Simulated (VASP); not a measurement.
Input of a VASP 6.6.1 run:

Contents of INCAR:

```
  PREC = Accurate
  ENCUT = 520
  EDIFF = 1E-7
  ISMEAR = -1
  SIGMA = 0.08
  LREAL = F
  LASPH = T
  NELM = 60
  ALGO = Normal
  ISIF = 2
  LWAVE = F
  LCHARG = F
  GGA = PE
  NBANDS = 12
```

Contents of KPOINTS:

```
regular mesh
0
Gamma
  13 13 13
```

The input POSCAR:

```
In
1.0
    3.0578091067      0.0000000000      0.0000000000
    0.0000000000      3.0578091067      0.0000000000
    0.0000000000      0.0000000000      3.0578091067
In
1
Direct
    0.0000000000      0.0000000000      0.0000000000
```

Potentials or basis: VASP PAW PBE potentials, release 64 (In_d).

Launch:

```bash
$ cat potpaw_PBE.64/In_d/POTCAR > POTCAR
$ mpirun -np 1 vasp_std > vasp.out
```

Problem. Estimate the pressure.

Solution. 1.1 GPa.
